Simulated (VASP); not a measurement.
# WS2 in VASP: notebook, part 2 of 2

VASP 6.6.1. Earlier steps stand in the parts before.

## Step 3: Single point, PBEsol+D3(BJ) (atoms displaced along a vibrational mode)

INCAR reads:

```
  ALGO = Normal
  EDIFF = 1E-6
  ENCUT = 520
  GGA = PS
  ISIF = 2
  ISMEAR = 0
  IVDW = 12
  LASPH = True
  LCHARG = False
  LREAL = False
  LWAVE = False
  NBANDS = 20
  NELM = 80
  PREC = Accurate
  SIGMA = 0.05
```

KPOINTS reads:

```
k-points
0
Gamma
  12 12 2
```

POSCAR reads:

```
WS2
1.0
    3.1239380587      0.0000000000      0.0000000000
   -1.5619690294      2.7054097187      0.0000000000
    0.0000000000      0.0000000000     16.9375357456
W S
1 2
Direct
    0.3333333333      0.6666666667      0.0012108228
    0.6520697063      0.3333333333      0.9036795921
    0.6812636270      0.3333333333      0.0893772491
```

Potentials or basis: VASP PAW PBE potentials, release 64 (W_sv, S).

Started as:

```bash
cat potpaw_PBE.64/W_sv/POTCAR potpaw_PBE.64/S/POTCAR > POTCAR
mpirun -np 1 vasp_std > vasp.out
```

OUTCAR:

```text
EDIFF = 1E-6
   ENCUT = 520
   GGA = PS
   ISIF = 2
   ISMEAR = 0
   IVDW = 12
   LASPH = True
   LREAL = False
   NELM = 80
   PREC = Accurate
 IVDW          = 12

 ion  position               nearest neighbor table
   1  0.333  0.667  0.001-   3 2.31   3 2.34   3 2.37   2 2.42   2 2.45   2 2.48
   2  0.652  0.333  0.904-   1 2.42   1 2.45   1 2.48
   3  0.681  0.333  0.089-   1 2.31   1 2.34   1 2.37

  LATTYP: Found a hexagonal cell.
 ALAT       =     3.1239380587
 C/A-ratio  =     5.4218538996

  Lattice vectors:

 A1 = (   3.1239380587,   0.0000000000,   0.0000000000)
 A2 = (  -1.5619690294,   2.7054097187,   0.0000000000)
 A3 = (   0.0000000000,   0.0000000000,  16.9375357456)

Analysis of symmetry for initial positions (statically):
=====================================================================
 Subroutine PRICEL returns:
 Original cell was already a primitive cell.

 Routine SETGRP: Setting up the symmetry group for a
 hexagonal supercell.

 Subroutine GETGRP returns: Found  1 space group operations
 (whereof  1 operations were pure point group operations)
 out of a pool of 24 trial point group operations.

The static configuration has the point symmetry C_1 .

Analysis of symmetry for dynamics (positions and initial velocities):
=====================================================================
 Subroutine PRICEL returns:
 Original cell was already a primitive cell.

 Routine SETGRP: Setting up the symmetry group for a
 hexagonal supercell.

 Subroutine GETGRP returns: Found  1 space group operations
 (whereof  1 operations were pure point group operations)
 out of a pool of 24 trial point group operations.

The dynamic configuration has the point symmetry C_1 .

 Subroutine INISYM returns: Found  1 space group operations
 (whereof  1 operations are pure point group operations),
 and found     1 'primitive' translations

----------------------------------------------------------------------------------------

                                     Primitive cell

  volume of cell :     143.1481

  direct lattice vectors                    reciprocal lattice vectors
     3.123938059  0.000000000  0.000000000     0.320108780  0.184814890  0.000000000
    -1.561969029  2.705409719  0.000000000     0.000000000  0.369629780  0.000000000
     0.000000000  0.000000000 16.937535746     0.000000000  0.000000000  0.059040466

  length of vectors
     3.123938059  3.123938059 16.937535746     0.369629780  0.369629780  0.059040466

  position of ions in fractional coordinates (direct lattice)
     0.333333333  0.666666667  0.001210823
     0.652069706  0.333333333  0.903679592
     0.681263627  0.333333333  0.089377249

  ion indices of the primitive-cell ions
   primitive index   ion index
                 1           1
                 2           2
                 3           3

----------------------------------------------------------------------------------------

 KPOINTS: k-points

Automatic generation of k-mesh.
 Grid dimensions read from file:
 generate k-points for:   12   12    2

 Generating k-lattice:

  Cartesian coordinates                     Fractional coordinates (reciprocal lattice)
     0.026675732  0.015401241  0.000000000     0.083333333  0.000000000  0.000000000
     0.000000000  0.030802482  0.000000000     0.000000000  0.083333333  0.000000000
     0.000000000  0.000000000  0.029520233     0.000000000  0.000000000  0.500000000

  Length of vectors
     0.030802482  0.030802482  0.029520233

  Shift w.r.t. Gamma in fractional coordinates (k-lattice)
     0.000000000  0.000000000  0.000000000

 Subroutine IBZKPT returns following result:
 ===========================================

 Found    148 irreducible k-points:

 Following reciprocal coordinates:
            Coordinates               Weight
  0.000000  0.000000  0.000000      1.000000
  0.083333 -0.000000  0.000000      2.000000
  0.000000  0.083333  0.000000      2.000000
 -0.083333  0.083333  0.000000      2.000000
  0.166667  0.000000  0.000000      2.000000
  0.000000  0.166667  0.000000      2.000000
[... 16 lines left out ...]
  0.166667  0.083333  0.000000      2.000000
 -0.083333  0.250000  0.000000      2.000000
 [... further k-points ...]
   k-points           NKPTS =    148   k-points in BZ     NKDIM =    148   number of bands    NBANDS=     20
   number of dos      NEDOS =    301   number of ions     NIONS =      3
   total plane-waves  NPLWV =  72576
   dimension x,y,z NGX =    24 NGY =   24 NGZ =  126
   dimension x,y,z NGXF=    48 NGYF=   48 NGZF=  252
   ions per type =               1   2
   NGX,Y,Z   is equivalent  to a cutoff of  12.77, 12.77, 12.37 a.u.
   NGXF,Y,Z  is equivalent  to a cutoff of  25.54, 25.54, 24.73 a.u.
 SYSTEM =  unknown system
   PREC   = accura    normal or accurate (medium, high low for compatibility)
   ISTART =      0    job   : 0-new  1-cont  2-samecut
   ICHARG =      2    charge: 1-file 2-atom 10-const
   ISPIN  =      1    spin polarized calculation?
   LNONCOLLINEAR =      F non collinear calculations
   LSORBIT =      F    spin-orbit coupling
   LASPH  =      T    aspherical Exc in radial PAW
   ENCUT  =  520.0 eV  38.22 Ry    6.18 a.u.   5.81  5.81 31.49*2*pi/ulx,y,z
   NELM   =     80;   NELMIN=  2; NELMDL= -5     # of ELM steps
   EDIFF  = 0.1E-05   stopping-criterion for ELM
   LREAL  =      F    real-space projection
   EDIFFG = 0.1E-04   stopping-criterion for IOM
   NSW    =      0    number of steps for IOM
   IBRION =     -1    ionic relax: 0-MD 1-quasi-New 2-CG
   NFREE  =      0    steps in history (QN), initial steepest desc. (CG)
   ISIF   =      2    stress and relaxation
   ISYM   =      2    0-nonsym 1-usesym 2-fastsym
   POTIM  = 0.5000    time-step for ionic-motion
   TEBEG  =    0.0;   TEEND  =   0.0 temperature during run
   PSTRESS=    0.0 pullay stress
   NELECT =      26.0000    total number of electrons
   NUPDOWN=      -1.0000    fix difference up-down
   EMIN   =  10.00;   EMAX   =-10.00  energy-range for DOS
   EFERMI =   0.00;   METHOD = LEGACY
   ISMEAR =     0;   SIGMA  =   0.05  broadening in eV -4-tet -1-fermi 0-gaus
   EFERMI_NEDOS =   21; number of points for ismear=-14 and -15
   IALGO  =     38    algorithm
   IMIX   =      4    mixing-type and parameters
     AMIX     =   0.40;   BMIX     =  1.00
     AMIX_MAG =   1.60;   BMIX_MAG =  1.00
  volume/ion in A,a.u.               =      47.72       322.00
  Fermi-wavevector in a.u.,A,eV,Ry     =   0.927123  1.752009 11.694985  0.859557
  Thomas-Fermi vector in A             =   2.053159
   LORBIT       =      0    0 simple, 1 ext, 2 COOP (PROOUT), +10 PAW based schemes
   GGA     = PS    functional components
   LHFCALC =     F    Hartree Fock is set to
   AEXX    =    0.0000 exact exchange contribution
   IVDW    =    12    specifies the selected vdW correction
   LEPSILON=     F    determine dielectric tensor
   LRPA    =     F    only Hartree local field effects (RPA)
 non-spin polarized calculation
 Gauss-broadening in eV      SIGMA  =   0.05
  energy-cutoff  :      520.00
  volume of cell :      143.15
 maximum number of plane-waves:      3892
   NGX = 11   NGY = 11   NGZ = 63

 number of electron      26.0000000 magnetization

 Free energy of the ion-electron system (eV)
  ---------------------------------------------------
  ext. energy  EPLUGINS =         0.00000000
  ---------------------------------------------------
  free energy    TOTEN  =       -25.11388275 eV

  energy without entropy =      -25.11388275  energy(sigma->0) =      -25.11388275

 E-fermi :  -0.8482     XC(G=0):  -4.6389

 val. band max:       -1.0997796215   @ k =   0.3333   0.3333   0.0000
 cond. band min:       0.8408398817   @ k =  -0.1667   0.3333   0.0000
 fundamental gap:      1.9406195032
 Fermi energy:        -0.8482320392

 k-point     1 :       0.0000    0.0000    0.0000
  band No.  band energies     occupation
      1     -74.9416      2.00000
      2     -39.2440      2.00000
      3     -39.0271      2.00000
      4     -39.0202      2.00000
      5     -16.0487      2.00000
      6     -14.3314      2.00000
[... 12 lines left out ...]
     19       4.4568      0.00000
[... 513 lines left out ...]
      4     -39.0707      2.00000
      5     -15.2485      2.00000
      6     -14.0202      2.00000
[... 12 lines left out ...]
     19       5.4120      0.00000
     20       6.3487      0.00000

 [... further k-points ...]

------------------------ aborting loop because EDIFF is reached ----------------------------------------

 Edisp (eV)   -0.75929

 E8    (eV) :    -0.5104

  FORCE on cell =-STRESS in cart. coord.  units (eV):
  Direction    XX          YY          ZZ          XY          YZ          ZX
  --------------------------------------------------------------------------------------
  -------------------------------------------------------------------------------------
  Total       0.29988     0.29615     0.26214     0.19542    -0.01302    -1.50865
  in kB       3.35642     3.31462     2.93394     2.18717    -0.14573   -16.88545
  external pressure =        3.20 kB  Pullay stress =        0.00 kB

 VOLUME and BASIS-vectors are now :
 -----------------------------------------------------------------------------
  energy-cutoff  :      520.00
  volume of cell :      143.15
      direct lattice vectors                 reciprocal lattice vectors
     3.123938059  0.000000000  0.000000000     0.320108780  0.184814890  0.000000000
    -1.561969029  2.705409719  0.000000000     0.000000000  0.369629780  0.000000000
     0.000000000  0.000000000 16.937535746     0.000000000  0.000000000  0.059040466

 POSITION                                       TOTAL-FORCE (eV/Angst)
 -----------------------------------------------------------------------------------
     -0.00000      1.80361      0.02051         0.183321      0.037109     -2.716353
      1.51637      0.90180     15.30611         0.392744     -0.013484      1.192796
      1.60757      0.90180      1.51383        -0.576064     -0.023624      1.523557
 -----------------------------------------------------------------------------------
    total drift:                                0.000026      0.000002     -0.000211

  FREE ENERGIE OF THE ION-ELECTRON SYSTEM (eV)
  ---------------------------------------------------
  free  energy   TOTEN  =       -25.8731682736 eV

  energy  without entropy=      -25.8731682736  energy(sigma->0) =      -25.87316827
```

Wall time 9.8 min (1 thread of AMD EPYC 7R43 (Zen 3), shared host); peak memory 0.5 GiB.

Results:

```
Free energy                : -25.8732 eV
Largest force              : 2.723 eV/Å
Band gap on the k mesh     : 1.94 eV (least direct gap 2.03 eV)
Dispersion energy per atom : -0.253 eV
```

Forces on the atoms (eV/Å):
```
W    0.183  0.037 -2.716
S    0.393 -0.013  1.193
S   -0.576 -0.024  1.524
```

Caveat: the cell differs from its parent crystal (atoms displaced along a vibrational mode); the PAW data sets were made with another functional, which shifts forces and pressure a little; spin-orbit coupling is left out, which moves the levels of the heavy elements.
